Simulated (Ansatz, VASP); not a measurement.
**Two plane-wave programs on Ag**

```
CELL_PARAMETERS angstrom
2.93000 0.00000 0.00000
-1.46500 2.53745 0.03172
0.00000 0.05987 4.79000
ATOMIC_POSITIONS crystal
Ag 0.33333 0.66667 0.25000
Ag 0.66667 0.33333 0.75000
```

Change from the starting cell: strain +0.0250 x Voigt [0, 0, 0, 1, 0, 0], atoms carried along.

Alike in both runs: task single point; functional PBEsol; k mesh 18 × 18 × 10; occupations gaussian, width 0.15 eV; no spin polarisation.

|  | VASP | Ansatz |
| --- | --- | --- |
| version | VASP 6.6.1 | Ansatz 0.2.0 |
| potentials or method | VASP PAW PBE potentials, release 64 (Ag), cutoff 500 eV | scalar-relativistic, plane waves, PAW |
| valence electrons in the cell | 22 | 38 |

```tsv
	VASP	Ansatz	Ansatz less VASP
gap on the k mesh at the Fermi level (eV)	none	none	-
pressure (GPa)	-6.4	-6.3	+0.10
traceless stress, the component that is largest in VASP (GPa)	-0.41	-0.42	-0.004
```

VASP's potentials were made for PBE, not for PBEsol. A gap of «none» marks a metal or a gap that the smearing closes. VASP's potentials hold 22 valence electrons a cell and Ansatz's 38, so a difference there can come from the potentials and not from the codes.
